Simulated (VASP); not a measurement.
**Al3Ag: single point with LDA**

Al3Ag:

```
Al Ag
1.0
     4.02635    0.00000    0.00000
     0.00000    4.02635    0.00000
     0.00000    0.00000    4.02635
Al Ag
3 1
Direct
  0.00000 0.50000 0.50000
  0.50000 0.00000 0.50000
  0.50000 0.50000 0.00000
  0.00000 0.00000 0.00000
```

```json
{"Program": "VASP 6.6.1", "Task": "single point", "Functional": "LDA", "Potentials or basis": "VASP PAW LDA potentials, release 64 (Al, Ag)", "Cutoff": "520 eV", "k mesh": "6 × 6 × 6", "Occupations": "methfessel-paxton, width 0.15 eV", "Spin": "no spin polarisation"}
```

| Property | Result |
| --- | --- |
| Pressure | -2.1 GPa |
| Band gap on the k mesh | zero (band 10 reaches 10.77 eV, above the bottom of band 11 at 6.24 eV) |

Levels at points of the mesh, in eV from the Fermi level:
| k point | band 6 | band 7 | band 8 | band 9 | band 10 | band 11 | band 12 | band 13 | band 14 | band 15 |
| --- | --- | --- | --- | --- | --- | --- | --- | --- | --- | --- |
| (0.00, 0.00, 0.00) | -5.73 | -2.51 | -2.51 | -2.51 | -0.37 | 0.33 | 0.33 | 5.27 | 5.27 | 5.27 |
| (0.50, 0.00, 0.00) | -5.70 | -5.31 | 0.10 | 0.10 | 0.32 | 0.32 | 0.70 | 0.77 | 2.66 | 3.04 |
| (0.50, 0.50, 0.00) | -6.00 | -5.44 | -4.54 | -4.26 | 0.99 | 3.00 | 3.00 | 3.05 | 3.05 | 3.29 |
| (0.50, 0.50, 0.50) | -4.83 | -3.95 | -3.95 | -3.95 | -2.35 | -2.35 | -2.35 | -2.22 | 10.97 | 10.97 |

Run time: 22 s on 1 thread of Intel(R) Xeon(R) Platinum 8375C CPU @ 2.90GHz (Ice Lake), with other jobs on the host, peak memory 0.15 GiB.
